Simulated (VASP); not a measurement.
# Sb in VASP: single point with PBEsol+D3(BJ)

Aim: the single point of Sb with PBEsol+D3(BJ).

Program: VASP 6.6.1. These are calculated values, not measurements. Logs are shortened: lines on timing, memory, paths and dates and some standing lists are left out, and cuts for length are marked.

### Step 1. The cell of the first run

The cell holds a slab with vacuum, 5 atoms: a = 3.160 Å, b = 4.469 Å, c = 23.938 Å, α = 90.00°, β = 90.00°, γ = 90.00°.

### Step 2. Single point, PBEsol+D3(BJ)

The input, INCAR:

```
ALGO = Normal
DIPOL = 0.5 0.5 0.500
EDIFF = 1E-6
ENCUT = 520
GGA = PS
IDIPOL = 3
ISIF = 2
ISMEAR = -1
IVDW = 12
LASPH = True
LCHARG = False
LDIPOL = True
LREAL = False
LWAVE = False
NBANDS = 20
NELM = 100
PREC = Accurate
SIGMA = 0.05
```

The input, KPOINTS:

```
k-points
0
Gamma
  8 6 1
```

The input, POSCAR:

```
Sb
1.0
    3.1600000000      0.0000000000      0.0000000000
    0.0000000000      4.4689148571      0.0000000000
    0.0000000000      0.0000000000     23.9378297142
Sb
5
Direct
    0.0000000000      0.5000000000      0.3133116114
    0.0000000000      0.0000000000      0.4066558057
    0.0000000000      0.5000000000      0.5000000000
    0.0000000000      0.0000000000      0.5933441943
    0.0000000000      0.5000000000      0.6866883886
```

Potentials or basis: VASP PAW PBE potentials, release 64 (Sb).

Started as:

```
$ cat potpaw_PBE.64/Sb/POTCAR > POTCAR
$ mpirun -np 1 vasp_std > vasp.out
```

OUTCAR:

```text
EDIFF = 1E-6
   ENCUT = 520
   GGA = PS
   ISIF = 2
   ISMEAR = -1
   IVDW = 12
   LASPH = True
   LREAL = False
   NELM = 100
   PREC = Accurate
 IVDW          = 12

 ion  position               nearest neighbor table
   1  0.000  0.500  0.313-   2 3.16   2 3.16
   2  0.000  0.000  0.407-   1 3.16   1 3.16   3 3.16   3 3.16
   3  0.000  0.500  0.500-   2 3.16   4 3.16   2 3.16   4 3.16
   4  0.000  0.000  0.593-   5 3.16   5 3.16   3 3.16   3 3.16
   5  0.000  0.500  0.687-   4 3.16   4 3.16

  LATTYP: Found a simple orthorhombic cell.
 ALAT       =     3.1600000000
 B/A-ratio  =     1.4142135624
 C/A-ratio  =     7.5752625678

  Lattice vectors:

 A1 = (   3.1600000000,   0.0000000000,   0.0000000000)
 A2 = (   0.0000000000,   4.4689148571,   0.0000000000)
 A3 = (   0.0000000000,   0.0000000000,  23.9378297142)

Analysis of symmetry for initial positions (statically):
=====================================================================
 Subroutine PRICEL returns:
 Original cell was already a primitive cell.

 Routine SETGRP: Setting up the symmetry group for a
 simple orthorhombic supercell.

 Subroutine GETGRP returns: Found  8 space group operations
 (whereof  8 operations were pure point group operations)
 out of a pool of  8 trial point group operations.

The static configuration has the point symmetry D_2h.

Analysis of symmetry for dynamics (positions and initial velocities):
=====================================================================
 Subroutine PRICEL returns:
 Original cell was already a primitive cell.

 Routine SETGRP: Setting up the symmetry group for a
 simple orthorhombic supercell.

 Subroutine GETGRP returns: Found  8 space group operations
 (whereof  8 operations were pure point group operations)
 out of a pool of  8 trial point group operations.

The dynamic configuration has the point symmetry D_2h.

 Subroutine INISYM returns: Found  8 space group operations
 (whereof  8 operations are pure point group operations),
 and found     1 'primitive' translations

----------------------------------------------------------------------------------------

                                     Primitive cell

  volume of cell :     338.0445

  direct lattice vectors                    reciprocal lattice vectors
     3.160000000  0.000000000  0.000000000     0.316455696  0.000000000  0.000000000
     0.000000000  4.468914857  0.000000000     0.000000000  0.223767969  0.000000000
     0.000000000  0.000000000 23.937829714     0.000000000  0.000000000  0.041774882

  length of vectors
     3.160000000  4.468914857 23.937829714     0.316455696  0.223767969  0.041774882

  position of ions in fractional coordinates (direct lattice)
     0.000000000  0.500000000  0.313311611
     0.000000000  0.000000000  0.406655806
     0.000000000  0.500000000  0.500000000
     0.000000000  0.000000000  0.593344194
     0.000000000  0.500000000  0.686688389

  ion indices of the primitive-cell ions
   primitive index   ion index
                 1           1
                 2           2
                 3           3
                 4           4
                 5           5

----------------------------------------------------------------------------------------

 KPOINTS: k-points

Automatic generation of k-mesh.
 Grid dimensions read from file:
 generate k-points for:    8    6    1

 Generating k-lattice:

  Cartesian coordinates                     Fractional coordinates (reciprocal lattice)
     0.039556962  0.000000000  0.000000000     0.125000000  0.000000000  0.000000000
     0.000000000  0.037294661  0.000000000     0.000000000  0.166666667  0.000000000
     0.000000000  0.000000000  0.041774882     0.000000000  0.000000000  1.000000000

  Length of vectors
     0.039556962  0.037294661  0.041774882

  Shift w.r.t. Gamma in fractional coordinates (k-lattice)
     0.000000000  0.000000000  0.000000000

 Subroutine IBZKPT returns following result:
 ===========================================

 Found     20 irreducible k-points:

 Following reciprocal coordinates:
            Coordinates               Weight
  0.000000  0.000000  0.000000      1.000000
  0.125000  0.000000  0.000000      2.000000
  0.250000  0.000000  0.000000      2.000000
  0.375000  0.000000  0.000000      2.000000
  0.500000  0.000000  0.000000      1.000000
  0.000000  0.166667  0.000000      2.000000
[... 12 lines left out ...]
  0.375000  0.500000  0.000000      2.000000
  0.500000  0.500000  0.000000      1.000000
   k-points           NKPTS =     20   k-points in BZ     NKDIM =     20   number of bands    NBANDS=     20
   number of dos      NEDOS =    301   number of ions     NIONS =      5
   total plane-waves  NPLWV = 155520
   dimension x,y,z NGX =    24 NGY =   36 NGZ =  180
   dimension x,y,z NGXF=    48 NGYF=   72 NGZF=  360
   ions per type =               5
   NGX,Y,Z   is equivalent  to a cutoff of  12.63, 13.39, 12.50 a.u.
   NGXF,Y,Z  is equivalent  to a cutoff of  25.25, 26.78, 25.00 a.u.
 SYSTEM =  unknown system
   PREC   = accura    normal or accurate (medium, high low for compatibility)
   ISTART =      0    job   : 0-new  1-cont  2-samecut
   ICHARG =      2    charge: 1-file 2-atom 10-const
   ISPIN  =      1    spin polarized calculation?
   LNONCOLLINEAR =      F non collinear calculations
   LSORBIT =      F    spin-orbit coupling
   LASPH  =      T    aspherical Exc in radial PAW
   ENCUT  =  520.0 eV  38.22 Ry    6.18 a.u.   5.88  8.31 44.51*2*pi/ulx,y,z
   NELM   =    100;   NELMIN=  2; NELMDL= -5     # of ELM steps
   EDIFF  = 0.1E-05   stopping-criterion for ELM
   LREAL  =      F    real-space projection
   EDIFFG = 0.1E-04   stopping-criterion for IOM
   NSW    =      0    number of steps for IOM
   IBRION =     -1    ionic relax: 0-MD 1-quasi-New 2-CG
   NFREE  =      0    steps in history (QN), initial steepest desc. (CG)
   ISIF   =      2    stress and relaxation
   ISYM   =      2    0-nonsym 1-usesym 2-fastsym
   POTIM  = 0.5000    time-step for ionic-motion
   TEBEG  =    0.0;   TEEND  =   0.0 temperature during run
   PSTRESS=    0.0 pullay stress
   NELECT =      25.0000    total number of electrons
   NUPDOWN=      -1.0000    fix difference up-down
   EMIN   =  10.00;   EMAX   =-10.00  energy-range for DOS
   EFERMI =   0.00;   METHOD = LEGACY
   ISMEAR =    -1;   SIGMA  =   0.05  broadening in eV -4-tet -1-fermi 0-gaus
   EFERMI_NEDOS =   21; number of points for ismear=-14 and -15
   IALGO  =     38    algorithm
   IMIX   =      4    mixing-type and parameters
     AMIX     =   0.40;   BMIX     =  1.00
     AMIX_MAG =   1.60;   BMIX_MAG =  1.00
  volume/ion in A,a.u.               =      67.61       456.25
  Fermi-wavevector in a.u.,A,eV,Ry     =   0.687169  1.298561  6.424687  0.472201
  Thomas-Fermi vector in A             =   1.767607
   LORBIT       =      0    0 simple, 1 ext, 2 COOP (PROOUT), +10 PAW based schemes
   GGA     = PS    functional components
   LHFCALC =     F    Hartree Fock is set to
   AEXX    =    0.0000 exact exchange contribution
   IVDW    =    12    specifies the selected vdW correction
   LEPSILON=     F    determine dielectric tensor
   LRPA    =     F    only Hartree local field effects (RPA)
 non-spin polarized calculation
  energy-cutoff  :      520.00
  volume of cell :      338.04
 maximum number of plane-waves:      9152
 NGX is ok and might be reduce to    24
   NGX = 11   NGY = 17   NGZ = 89

 dipolmoment           0.000000      0.000000     -0.000000 electrons x Angstroem

 number of electron      25.0000003 magnetization

 dipolmoment           0.000000      0.000000      0.000000 electrons x Angstroem

 Free energy of the ion-electron system (eV)
  ---------------------------------------------------
  ext. energy  EPLUGINS =         0.00000000
  ---------------------------------------------------
  free energy    TOTEN  =       -21.43266344 eV

  energy without entropy =      -21.40294120  energy(sigma->0) =      -21.41780232

 E-fermi :   0.4984     XC(G=0):  -5.0740

 val. band max:        0.4865868694   @ k =   0.2500   0.0000   0.0000
 cond. band min:       0.5091220420   @ k =   0.2500   0.3333   0.0000
 fundamental gap:      0.0225351726
 Fermi energy:         0.4984466328

 k-point     1 :       0.0000    0.0000    0.0000
  band No.  band energies     occupation
      1     -11.1823      2.00000
      2     -10.5280      2.00000
      3      -9.5330      2.00000
      4      -8.3588      2.00000
      5      -7.2938      2.00000
      6      -2.4286      2.00000
[... 12 lines left out ...]
     19       4.6378      0.00000
     20       4.6593      0.00000

 k-point     2 :       0.1250    0.0000    0.0000
  band No.  band energies     occupation
      1     -10.9696      2.00000
      2     -10.3145      2.00000
      3      -9.3180      2.00000
      4      -8.1415      2.00000
      5      -7.0737      2.00000
      6      -2.2308      2.00000
[... 12 lines left out ...]
     19       3.7836      0.00000
     20       4.3800      0.00000

 k-point     3 :       0.2500    0.0000    0.0000
  band No.  band energies     occupation
      1     -10.3576      2.00000
      2      -9.6990      2.00000
      3      -8.6960      2.00000
      4      -7.5093      2.00000
      5      -6.4284      2.00000
      6      -1.6858      2.00000
[... 12 lines left out ...]
     19       3.2580      0.00000
     20       3.6654      0.00000

 k-point     4 :       0.3750    0.0000    0.0000
  band No.  band energies     occupation
      1      -9.4884      2.00000
      2      -8.8206      2.00000
      3      -7.7998      2.00000
      4      -6.5834      2.00000
      5      -5.4614      2.00000
      6      -3.4014      2.00000
[... 337 lines left out ...]
 k-point    19 :       0.3750    0.5000    0.0000
  band No.  band energies     occupation
      1      -7.9119      2.00000
      2      -7.8735      2.00000
      3      -7.6033      2.00000
      4      -7.4312      2.00000
      5      -7.2834      2.00000
      6      -2.6306      2.00000
[... 12 lines left out ...]
     19       4.1339      0.00000
     20       4.2595      0.00000

 k-point    20 :       0.5000    0.5000    0.0000
  band No.  band energies     occupation
      1      -7.3546      2.00000
      2      -7.3146      2.00000
      3      -7.0289      2.00000
      4      -6.8461      2.00000
      5      -6.6865      2.00000
      6      -3.0216      2.00000
[... 12 lines left out ...]
     19       3.4040      0.00000
     20       4.0105      0.00000

------------------------ aborting loop because EDIFF is reached ----------------------------------------

 vacuum level on the upper side and lower side of the slab       (xc-potential included)        -0.135        -0.135

 Edisp (eV)   -1.62866

 E8    (eV) :    -1.1393

  FORCE on cell =-STRESS in cart. coord.  units (eV):
  Direction    XX          YY          ZZ          XY          YZ          ZX
  --------------------------------------------------------------------------------------
  -------------------------------------------------------------------------------------
  Total      -7.90249    -8.06327    -6.91405     0.00000     0.00000     0.00000
  in kB     -37.45421   -38.21624   -32.76945     0.00000     0.00000     0.00000
  external pressure =      -36.15 kB  Pullay stress =        0.00 kB

 VOLUME and BASIS-vectors are now :
 -----------------------------------------------------------------------------
  energy-cutoff  :      520.00
  volume of cell :      338.04
      direct lattice vectors                 reciprocal lattice vectors
     3.160000000  0.000000000  0.000000000     0.316455696  0.000000000  0.000000000
     0.000000000  4.468914857  0.000000000     0.000000000  0.223767969  0.000000000
     0.000000000  0.000000000 23.937829714     0.000000000  0.000000000  0.041774882

 POSITION                                       TOTAL-FORCE (eV/Angst)
 -----------------------------------------------------------------------------------
      0.00000      2.23446      7.50000         0.000000      0.000000      1.097891
      0.00000      0.00000      9.73446         0.000000     -0.000000     -0.652987
      0.00000      2.23446     11.96891         0.000000      0.000000      0.000000
      0.00000      0.00000     14.20337         0.000000      0.000000      0.652987
      0.00000      2.23446     16.43783         0.000000      0.000000     -1.097891
 -----------------------------------------------------------------------------------
    total drift:                                0.000000     -0.000000      0.000000

  FREE ENERGIE OF THE ION-ELECTRON SYSTEM (eV)
  ---------------------------------------------------
  free  energy   TOTEN  =       -23.0613254760 eV

  energy  without entropy=      -23.0316032308  energy(sigma->0) =      -23.04646435

 vacuum level on the upper side and lower side of the slab         4.913         4.913
```

Run time: 3.1 min. Hardware: 1 thread of Intel Xeon Platinum 8259CL at 2.50GHz (Skylake/Cascade Lake), shared host; peak memory 0.42 GiB.

Results:

| Item | Value |
| --- | --- |
| Free energy | -23.0613 eV |
| Largest force | 1.098 eV/Å |
| Dispersion energy per atom | -0.326 eV |

Forces in eV/Å, atoms in the order of the input:
```
Sb   0.000  0.000  1.098
Sb   0.000  0.000 -0.653
Sb   0.000  0.000  0.000
Sb   0.000  0.000  0.653
Sb   0.000  0.000 -1.098
```

Caveat: three body term missing; the PAW data sets were made with another functional, which shifts forces and pressure a little; spin-orbit coupling is left out, which moves the levels of the heavy elements.
